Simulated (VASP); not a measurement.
Write the native input for VASP 6.6.1 that does the following.

| Item | Value |
| --- | --- |
| Task | single point |
| Functional | LDA |
| Potentials or basis | VASP PAW LDA potentials, release 64 (Os_sv_GW) |
| Cutoff | 560 eV |
| k mesh | 21 × 21 × 21 |
| Occupations | fermi-dirac, width 0.05 eV |
| Spin | no spin polarisation |
| Dipole correction | no |
| Further INCAR settings | ALGO = Normal; EDIFF = 1e-06; NBANDS = 14 |

The structure of Os lies in POSCAR:

```
Os
1.0
    0.0000000000      1.9012153971      1.9012153971
    1.9012153971      0.0000000000      1.9012153971
    1.9012153971      1.9012153971      0.0000000000
Os
1
Direct
    0.0000000000      0.0000000000      0.0000000000
```

This isn't the form of Os at room conditions, which is hcp.

These files were run (other wordings do the same):

INCAR

```
PREC = Accurate
ENCUT = 560
EDIFF = 1E-6
ISMEAR = -1
SIGMA = 0.05
LREAL = False
LASPH = True
NELM = 120
ALGO = Normal
ISIF = 2
LWAVE = False
LCHARG = False
GGA = CA
NBANDS = 14
GGA_COMPAT = False
```

KPOINTS

```
Automatic mesh
0
Gamma
  21 21 21
```

Potentials or basis: VASP PAW LDA potentials, release 64 (Os_sv_GW).

Launch:

```bash
$ cat potpaw_LDA.64/Os_sv_GW/POTCAR > POTCAR
$ mpirun -np 1 vasp_std > vasp.out
```

It gave:

The pressure is 0.4 GPa and the band gap on the k mesh is zero (bands 8 and 9 overlap by 4.25 eV).

Caveat: spin-orbit coupling is left out, which moves the levels of the heavy elements.

Run time: 38 s on 1 thread of Intel(R) Xeon(R) Platinum 8259CL CPU @ 2.50GHz (Skylake/Cascade Lake), with other jobs on the host, peak memory 0.19 GiB.
